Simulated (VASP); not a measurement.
# NaCaSe6 (Fm-3m) in VASP: notebook

The runs below take NaCaSe6 through single point, relaxation of cell and atoms, with PBE.

Everything below comes from runs of VASP 6.6.1. Logs are shortened: lines on timing, memory, paths and dates and some standing lists are left out, and cuts for length are marked.

**1. The cell of the first run**

Symmetry: Fm-3m, No. 225, cubic system. The conventional cell has a = 10.787 Å, b = 10.787 Å, c = 10.787 Å, α = 90.00°, β = 90.00°, γ = 90.00°. Within 3.5 Å of Na (site symmetry m-3m) lie 6 Se at 2.65 Å. Ca (site symmetry m-3m) has 6 Se at 2.74 Å within 3.6 Å. Within 3.5 Å of Se (site symmetry 4mm) lie 1 Na at 2.65 Å and 1 Ca at 2.74 Å.

**2. Single point, PBE**

Contents of INCAR:

```
SYSTEM = NaCaSe6
ALGO = Normal
EDIFF = 1E-6
ENCUT = 520
GGA = PE
ISIF = 2
ISMEAR = 0
LASPH = .TRUE.
LCHARG = .TRUE.
LELF = .TRUE.
LREAL = .FALSE.
LVHAR = .TRUE.
LWAVE = .FALSE.
NBANDS = 36
NELM = 100
PREC = Accurate
SIGMA = 0.1
```

Contents of KPOINTS:

```
k-points
0
G
  6 6 6
  0 0 0
```

Contents of POSCAR:

```
NaCaSe6
1.0
    0.0000000000      5.3934418393      5.3934418393
    5.3934418393      0.0000000000      5.3934418393
    5.3934418393      5.3934418393      0.0000000000
Na Ca Se
1 1 6
Direct
    0.0000000000      0.0000000000      0.0000000000
    0.5000000000      0.5000000000      0.5000000000
    0.7544426671      0.2455573329      0.2455573329
    0.2455573329      0.7544426671      0.2455573329
    0.2455573329      0.2455573329      0.7544426671
    0.2455573329      0.7544426671      0.7544426671
    0.7544426671      0.2455573329      0.7544426671
    0.7544426671      0.7544426671      0.2455573329
```

Potentials or basis: VASP PAW PBE potentials, release 64 (Na_pv, Ca_sv, Se).

On the command line:

```bash
cat potpaw_PBE.64/Na_pv/POTCAR potpaw_PBE.64/Ca_sv/POTCAR potpaw_PBE.64/Se/POTCAR > POTCAR
mpirun -np 1 vasp_std > vasp.out
```

OUTCAR:

```text
SYSTEM = NaCaSe6
   EDIFF = 1E-6
   ENCUT = 520
   GGA = PE
   ISIF = 2
   ISMEAR = 0
   LASPH = .TRUE.
   LREAL = .FALSE.
   NELM = 100
   PREC = Accurate

 ion  position               nearest neighbor table
   1  0.000  0.000  0.000-   3 2.65   4 2.65   5 2.65   6 2.65   7 2.65   8 2.65
   2  0.500  0.500  0.500-   3 2.74   4 2.74   5 2.74   6 2.74   7 2.74   8 2.74
   3  0.754  0.246  0.246-   1 2.65   2 2.74
   4  0.246  0.754  0.246-   1 2.65   2 2.74
   5  0.246  0.246  0.754-   1 2.65   2 2.74
   6  0.246  0.754  0.754-   1 2.65   2 2.74
   7  0.754  0.246  0.754-   1 2.65   2 2.74
   8  0.754  0.754  0.246-   1 2.65   2 2.74

  LATTYP: Found a face centered cubic cell.
 ALAT       =    10.7868836786

  Lattice vectors:

 A1 = (   0.0000000000,   5.3934418393,   5.3934418393)
 A2 = (   5.3934418393,   0.0000000000,   5.3934418393)
 A3 = (   5.3934418393,   5.3934418393,   0.0000000000)

Analysis of symmetry for initial positions (statically):
=====================================================================
 Subroutine PRICEL returns:
 Original cell was already a primitive cell.

 Routine SETGRP: Setting up the symmetry group for a
 face centered cubic supercell.

 Subroutine GETGRP returns: Found 48 space group operations
 (whereof 48 operations were pure point group operations)
 out of a pool of 48 trial point group operations.

The static configuration has the point symmetry O_h .

Analysis of symmetry for dynamics (positions and initial velocities):
=====================================================================
 Subroutine PRICEL returns:
 Original cell was already a primitive cell.

 Routine SETGRP: Setting up the symmetry group for a
 face centered cubic supercell.

 Subroutine GETGRP returns: Found 48 space group operations
 (whereof 48 operations were pure point group operations)
 out of a pool of 48 trial point group operations.

The dynamic configuration has the point symmetry O_h .

 Subroutine INISYM returns: Found 48 space group operations
 (whereof 48 operations are pure point group operations),
 and found     1 'primitive' translations

----------------------------------------------------------------------------------------

                                     Primitive cell

  volume of cell :     313.7820

  direct lattice vectors                    reciprocal lattice vectors
     0.000000000  5.393441839  5.393441839    -0.092705181  0.092705181  0.092705181
     5.393441839  0.000000000  5.393441839     0.092705181 -0.092705181  0.092705181
     5.393441839  5.393441839  0.000000000     0.092705181  0.092705181 -0.092705181

  length of vectors
     7.627478597  7.627478597  7.627478597     0.160570083  0.160570083  0.160570083

  position of ions in fractional coordinates (direct lattice)
     0.000000000  0.000000000  0.000000000
     0.500000000  0.500000000  0.500000000
     0.754442667  0.245557333  0.245557333
     0.245557333  0.754442667  0.245557333
     0.245557333  0.245557333  0.754442667
     0.245557333  0.754442667  0.754442667
     0.754442667  0.245557333  0.754442667
     0.754442667  0.754442667  0.245557333

  ion indices of the primitive-cell ions
   primitive index   ion index
                 1           1
                 2           2
                 3           3
                 4           4
                 5           5
                 6           6
                 7           7
                 8           8

----------------------------------------------------------------------------------------

 KPOINTS: k-points

Automatic generation of k-mesh.
 Grid dimensions read from file:
 generate k-points for:    6    6    6

 Generating k-lattice:

  Cartesian coordinates                     Fractional coordinates (reciprocal lattice)
    -0.015450863  0.015450863  0.015450863     0.166666667  0.000000000  0.000000000
     0.015450863 -0.015450863  0.015450863     0.000000000  0.166666667  0.000000000
     0.015450863  0.015450863 -0.015450863     0.000000000  0.000000000  0.166666667

  Length of vectors
     0.026761680  0.026761680  0.026761680

  Shift w.r.t. Gamma in fractional coordinates (k-lattice)
     0.000000000  0.000000000  0.000000000

 Subroutine IBZKPT returns following result:
 ===========================================

 Found     16 irreducible k-points:

 Following reciprocal coordinates:
            Coordinates               Weight
  0.000000  0.000000  0.000000      1.000000
  0.166667  0.000000  0.000000      8.000000
  0.333333  0.000000  0.000000      8.000000
  0.500000  0.000000  0.000000      4.000000
  0.166667  0.166667  0.000000      6.000000
  0.333333  0.166667  0.000000     24.000000
[... 8 lines left out ...]
 -0.333333  0.333333  0.166667     24.000000
 -0.333333  0.500000  0.166667     12.000000
   k-points           NKPTS =     16   k-points in BZ     NKDIM =     16   number of bands    NBANDS=     36
   number of dos      NEDOS =    301   number of ions     NIONS =      8
   total plane-waves  NPLWV = 216000
   dimension x,y,z NGX =    60 NGY =   60 NGZ =   60
   dimension x,y,z NGXF=   120 NGYF=  120 NGZF=  120
   ions per type =               1   1   6
   NGX,Y,Z   is equivalent  to a cutoff of  13.08, 13.08, 13.08 a.u.
   NGXF,Y,Z  is equivalent  to a cutoff of  26.15, 26.15, 26.15 a.u.
 SYSTEM =  NaCaSe6
   PREC   = accura    normal or accurate (medium, high low for compatibility)
   ISTART =      0    job   : 0-new  1-cont  2-samecut
   ICHARG =      2    charge: 1-file 2-atom 10-const
   ISPIN  =      1    spin polarized calculation?
   LNONCOLLINEAR =      F non collinear calculations
   LSORBIT =      F    spin-orbit coupling
   LASPH  =      T    aspherical Exc in radial PAW
   ENCUT  =  520.0 eV  38.22 Ry    6.18 a.u.  14.18 14.18 14.18*2*pi/ulx,y,z
   NELM   =    100;   NELMIN=  2; NELMDL= -5     # of ELM steps
   EDIFF  = 0.1E-05   stopping-criterion for ELM
   LREAL  =      F    real-space projection
   EDIFFG = 0.1E-04   stopping-criterion for IOM
   NSW    =      0    number of steps for IOM
   IBRION =     -1    ionic relax: 0-MD 1-quasi-New 2-CG
   NFREE  =      0    steps in history (QN), initial steepest desc. (CG)
   ISIF   =      2    stress and relaxation
   ISYM   =      2    0-nonsym 1-usesym 2-fastsym
   POTIM  = 0.5000    time-step for ionic-motion
   TEBEG  =    0.0;   TEEND  =   0.0 temperature during run
   PSTRESS=    0.0 pullay stress
   NELECT =      53.0000    total number of electrons
   NUPDOWN=      -1.0000    fix difference up-down
   EMIN   =  10.00;   EMAX   =-10.00  energy-range for DOS
   EFERMI =   0.00;   METHOD = LEGACY
   ISMEAR =     0;   SIGMA  =   0.10  broadening in eV -4-tet -1-fermi 0-gaus
   EFERMI_NEDOS =   21; number of points for ismear=-14 and -15
   IALGO  =     38    algorithm
   IMIX   =      4    mixing-type and parameters
     AMIX     =   0.40;   BMIX     =  1.00
     AMIX_MAG =   1.60;   BMIX_MAG =  1.00
  volume/ion in A,a.u.               =      39.22       264.69
  Fermi-wavevector in a.u.,A,eV,Ry     =   0.904949  1.710106 11.142257  0.818933
  Thomas-Fermi vector in A             =   2.028458
   LORBIT       =      0    0 simple, 1 ext, 2 COOP (PROOUT), +10 PAW based schemes
   GGA     = PE    functional components
   LHFCALC =     F    Hartree Fock is set to
   AEXX    =    0.0000 exact exchange contribution
   IVDW    =     0    specifies the selected vdW correction
   LEPSILON=     F    determine dielectric tensor
   LRPA    =     F    only Hartree local field effects (RPA)
 non-spin polarized calculation
 Gauss-broadening in eV      SIGMA  =   0.10
  energy-cutoff  :      520.00
  volume of cell :      313.78
 maximum number of plane-waves:      8492
 NGX is ok and might be reduce to    60
   NGX = 29   NGY = 29   NGZ = 29

 number of electron      52.9999987 magnetization

 Free energy of the ion-electron system (eV)
  ---------------------------------------------------
  ext. energy  EPLUGINS =         0.00000000
  ---------------------------------------------------
  free energy    TOTEN  =       -20.37368034 eV

  energy without entropy =      -20.31201901  energy(sigma->0) =      -20.34284967

 E-fermi :  -1.1227     XC(G=0):  -6.9950

 val. band max:       -1.1309684882   @ k =  -0.3333   0.1667   0.0000
 cond. band min:      -1.1064362744   @ k =   0.3333   0.0000   0.0000
 fundamental gap:      0.0245322138
 Fermi energy:        -1.1227002973

 k-point     1 :       0.0000    0.0000    0.0000
  band No.  band energies     occupation
      1     -39.6812      2.00000
      2     -23.0607      2.00000
      3     -23.0607      2.00000
      4     -23.0607      2.00000
      5     -20.8448      2.00000
      6     -20.8448      2.00000
[... 28 lines left out ...]
     35       4.0434      0.00000
     36       4.5375      0.00000

 k-point     2 :       0.1667    0.0000    0.0000
  band No.  band energies     occupation
      1     -39.6812      2.00000
      2     -23.0607      2.00000
      3     -23.0607      2.00000
      4     -23.0607      2.00000
      5     -20.8449      2.00000
      6     -20.8448      2.00000
[... 28 lines left out ...]
     35       4.2021      0.00000
     36       4.7125      0.00000

 k-point     3 :       0.3333    0.0000    0.0000
  band No.  band energies     occupation
      1     -39.6812      2.00000
      2     -23.0608      2.00000
      3     -23.0607      2.00000
      4     -23.0607      2.00000
      5     -20.8450      2.00000
      6     -20.8448      2.00000
[... 28 lines left out ...]
     35       4.7842      0.00000
     36       5.1883      0.00000
[... 430 lines left out ...]
 k-point    15 :      -0.3333    0.3333    0.1667
  band No.  band energies     occupation
      1     -39.6812      2.00000
      2     -23.0608      2.00000
      3     -23.0608      2.00000
      4     -23.0607      2.00000
      5     -20.8449      2.00000
      6     -20.8448      2.00000
[... 28 lines left out ...]
     35       5.5218      0.00000
     36       5.7912      0.00000

 k-point    16 :      -0.3333    0.5000    0.1667
  band No.  band energies     occupation
      1     -39.6812      2.00000
      2     -23.0608      2.00000
      3     -23.0608      2.00000
      4     -23.0607      2.00000
      5     -20.8449      2.00000
      6     -20.8449      2.00000
[... 28 lines left out ...]
     35       5.3434      0.00000
     36       5.8712      0.00000

------------------------ aborting loop because EDIFF is reached ----------------------------------------

  FORCE on cell =-STRESS in cart. coord.  units (eV):
  Direction    XX          YY          ZZ          XY          YZ          ZX
  --------------------------------------------------------------------------------------
  -------------------------------------------------------------------------------------
  Total        0.0207586      0.0207586      0.0207586     -0.0000000      0.0000000     -0.0000000
  in kB        0.1059937      0.1059937      0.1059937     -0.0000000      0.0000000     -0.0000000
  external PRESSURE =       0.1059937 kB  Pullay stress =       0.0000000 kB

 VOLUME and BASIS-vectors are now :
 -----------------------------------------------------------------------------
  energy-cutoff  :      520.00
  volume of cell :      313.78
      direct lattice vectors                 reciprocal lattice vectors
     0.000000000  5.393441839  5.393441839    -0.092705181  0.092705181  0.092705181
     5.393441839  0.000000000  5.393441839     0.092705181 -0.092705181  0.092705181
     5.393441839  5.393441839  0.000000000     0.092705181  0.092705181 -0.092705181

 POSITION                                       TOTAL-FORCE (eV/Angst)
 -----------------------------------------------------------------------------------
      0.00000      0.00000      0.00000         0.000000     -0.000000      0.000000
      5.39344      5.39344      5.39344         0.000000     -0.000000      0.000000
      2.64880      5.39344      5.39344        -0.004189     -0.000000      0.000000
      5.39344      2.64880      5.39344         0.000000     -0.004189      0.000000
      5.39344      5.39344      2.64880         0.000000     -0.000000     -0.004189
      8.13809      5.39344      5.39344         0.004189     -0.000000      0.000000
      5.39344      8.13809      5.39344         0.000000      0.004189      0.000000
      5.39344      5.39344      8.13809         0.000000     -0.000000      0.004189
 -----------------------------------------------------------------------------------
    total drift:                                0.000000      0.000000      0.000000

  FREE ENERGIE OF THE ION-ELECTRON SYSTEM (eV)
  ---------------------------------------------------
  free  energy   TOTEN  =       -20.3736803354 eV

  energy  without entropy=      -20.3120190118  energy(sigma->0) =      -20.34284967
```

Wall time 2.1 min (1 thread of Intel Xeon 6975P-C (Granite Rapids), shared host); peak memory 0.58 GiB.

What came out:

```
Free energy   : -20.3737 eV
Pressure      : 0.0 GPa
Largest force : 0.004 eV/Å
```

Forces on the atoms (eV/Å):
```
Na   0.000  0.000  0.000
Ca   0.000  0.000  0.000
Se  -0.004  0.000  0.000
Se   0.000 -0.004  0.000
Se   0.000  0.000 -0.004
Se   0.004  0.000  0.000
Se   0.000  0.004  0.000
Se   0.000  0.000  0.004
```

Levels at points of the mesh, in eV from the Fermi level:
| k point | band 23 | band 24 | band 25 | band 26 | band 27 | band 28 | band 29 | band 30 |
| --- | --- | --- | --- | --- | --- | --- | --- | --- |
| (0.00, 0.00, 0.00) | -0.18 | -0.18 | -0.18 | 0.44 | 0.44 | 0.44 | 0.72 | 0.72 |
| (0.50, 0.00, 0.00) | -1.00 | -0.63 | -0.63 | 0.20 | 0.22 | 0.22 | 0.26 | 0.40 |
| (0.50, 0.50, 0.00) | -0.72 | -0.72 | -0.70 | -0.70 | -0.59 | -0.40 | 0.24 | 0.24 |

**3. Single point, PBE**

Contents of INCAR:

```
SYSTEM = NaCaSe6
PREC     = Accurate       ! precision mode
ENCUT    = 520            ! plane-wave cutoff, eV
EDIFF    = 1E-6           ! SCF threshold, eV
ISMEAR   = 0              ! smearing method
SIGMA    = 0.1            ! smearing width, eV
LREAL    = .False.        ! projectors in reciprocal space
LASPH    = .True.         ! aspherical terms in the spheres
NELM     = 100            ! most SCF steps
ALGO     = Normal         ! electronic algorithm
ISIF     = 2              ! what is computed and relaxed
LWAVE    = .False.        ! write WAVECAR
LCHARG   = .False.        ! write CHGCAR
GGA      = PE             ! functional
NBANDS   = 36             ! bands
```

Contents of KPOINTS:

```
regular mesh
0
Gamma
  6 6 6
  0 0 0
```

POSCAR is that of step 2.

Potentials or basis: VASP PAW PBE potentials, release 64 (Na_pv, Ca_sv, Se).

On the command line:

```bash
cat potpaw_PBE.64/Na_pv/POTCAR potpaw_PBE.64/Ca_sv/POTCAR potpaw_PBE.64/Se/POTCAR > POTCAR
mpirun -np 1 vasp_std > vasp.out
```

Wall time 2 min (1 thread of Intel Xeon 6975P-C (Granite Rapids), shared host); peak memory 0.58 GiB.

Results (log left out):

- Free energy: -20.3737 eV
- Pressure: 0.0 GPa
- Largest force: 0.004 eV/Å

Forces in eV/Å, atoms in the order of the input:
```
Na   0.000  0.000  0.000
Ca   0.000  0.000  0.000
Se  -0.004  0.000  0.000
Se   0.000 -0.004  0.000
Se   0.000  0.000 -0.004
Se   0.004  0.000  0.000
Se   0.000  0.004  0.000
Se   0.000  0.000  0.004
```

Levels at points of the mesh, in eV from the Fermi level:
```
           k point  band 23  band 24  band 25  band 26  band 27  band 28  band 29  band 30
(0.00, 0.00, 0.00)    -0.18    -0.18    -0.18     0.44     0.44     0.44     0.72     0.72
(0.50, 0.00, 0.00)    -1.00    -0.63    -0.63     0.20     0.22     0.22     0.26     0.40
(0.50, 0.50, 0.00)    -0.72    -0.72    -0.70    -0.70    -0.59    -0.40     0.24     0.24
```

**4. Relaxation of cell and atoms, PBE**

Contents of INCAR:

```
ALGO = Normal
EDIFF = 1E-6
EDIFFG = -0.01
ENCUT = 600
GGA = PE
IBRION = 2
ISIF = 3
ISMEAR = 0
LASPH = T
LCHARG = F
LREAL = F
LWAVE = F
NELM = 100
NSW = 100
PREC = Accurate
SIGMA = 0.1
```

Contents of KPOINTS:

```
k-points
0
Gamma
  6 6 6
```

POSCAR is that of step 3.

On the command line:

```bash
cat potpaw_PBE.64/Na_pv/POTCAR potpaw_PBE.64/Ca_sv/POTCAR potpaw_PBE.64/Se/POTCAR > POTCAR
mpirun -np 1 vasp_std > vasp.out
```

Wall time 2.2 min (1 thread of Intel Xeon 6975P-C (Granite Rapids), shared host); peak memory 0.69 GiB.

The run converged. Its results:

```
Free energy                  : -20.3740 eV
Pressure after relaxing      : 0.0 GPa
Largest force after relaxing : 0.004 eV/Å
```

Forces in eV/Å, atoms in the order of the input:
```
Na   0.000  0.000  0.000
Ca   0.000  0.000  0.000
Se  -0.004  0.000  0.000
Se   0.000 -0.004  0.000
Se   0.000  0.000 -0.004
Se   0.004  0.000  0.000
Se   0.000  0.004  0.000
Se   0.000  0.000  0.004
```

Final structure:
```cif
data_structure
_symmetry_space_group_name_H-M 'P 1'
_symmetry_Int_Tables_number 1
_cell_length_a 7.6275
_cell_length_b 7.6275
_cell_length_c 7.6275
_cell_angle_alpha 60.000
_cell_angle_beta 60.000
_cell_angle_gamma 60.000
_cell_volume 313.78
loop_
_atom_site_label
_atom_site_type_symbol
_atom_site_fract_x
_atom_site_fract_y
_atom_site_fract_z
_atom_site_occupancy
Na1 Na 0.00000 0.00000 0.00000 1
Ca1 Ca 0.50000 0.50000 0.50000 1
Se1 Se 0.75444 0.24556 0.24556 1
Se2 Se 0.24556 0.75444 0.24556 1
Se3 Se 0.24556 0.24556 0.75444 1
Se4 Se 0.24556 0.75444 0.75444 1
Se5 Se 0.75444 0.24556 0.75444 1
Se6 Se 0.75444 0.75444 0.24556 1
```

Levels at points of the mesh, in eV from the Fermi level:
| k point | band 22 | band 23 | band 24 | band 25 | band 26 | band 27 | band 28 | band 29 | band 30 | band 31 |
| --- | --- | --- | --- | --- | --- | --- | --- | --- | --- | --- |
| (0.00, 0.00, 0.00) | -0.57 | -0.18 | -0.18 | -0.18 | 0.44 | 0.44 | 0.44 | 0.72 | 0.72 | 0.72 |
| (0.50, 0.00, 0.00) | -1.00 | -1.00 | -0.63 | -0.63 | 0.20 | 0.22 | 0.22 | 0.26 | 0.40 | 0.40 |
| (0.50, 0.50, 0.00) | -0.73 | -0.72 | -0.72 | -0.70 | -0.70 | -0.59 | -0.40 | 0.24 | 0.24 | 0.71 |

Caveat: the relaxation stopped at its first step, so nothing moved.
